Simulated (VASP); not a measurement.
LaAg, 2 atoms in the cell. The structure is cubic, space group Pm-3m (No. 221). The conventional cell has a = 3.772 Å, b = 3.772 Å, c = 3.772 Å, α = 90.00°, β = 90.00°, γ = 90.00°. Within 4.3 Å of La (site symmetry m-3m) lie 8 Ag at 3.27 Å and 6 La at 3.77 Å. Ag (site symmetry m-3m) has 8 La at 3.27 Å and 6 Ag at 3.77 Å within 4.3 Å.  This cell differs from its parent crystal: volume scaled by 1.01.

| Quantity | Value |
| --- | --- |
| Program | VASP 6.6.1 |
| Task | electric field gradients |
| Functional | PBEsol |
| Potentials or basis | VASP PAW PBE potentials, release 64 (La, Ag) |
| Cutoff | 520 eV |
| k mesh | 9 × 9 × 9 |
| Occupations | fermi-dirac, width 0.08 eV |
| Spin | no spin polarisation |
| Dipole correction | no |
| Further INCAR settings | ALGO = Normal; EDIFF = 1e-08; NBANDS = 18 |

Potentials or basis: VASP PAW PBE potentials, release 64 (La, Ag).

Command:

```sh
$ cat potpaw_PBE.64/La/POTCAR potpaw_PBE.64/Ag/POTCAR > POTCAR
$ mpirun -np 1 vasp_std > vasp.out
```

Hardware: 1 thread of Intel(R) Xeon(R) Platinum 8488C (Sapphire Rapids) (shared host).

Task: How long does it take, and how much memory?

Result: Run time: 29 s on 1 thread of Intel(R) Xeon(R) Platinum 8488C (Sapphire Rapids) (shared host), peak memory 0.19 GiB. Counts: scf iterations 18, k points 35.
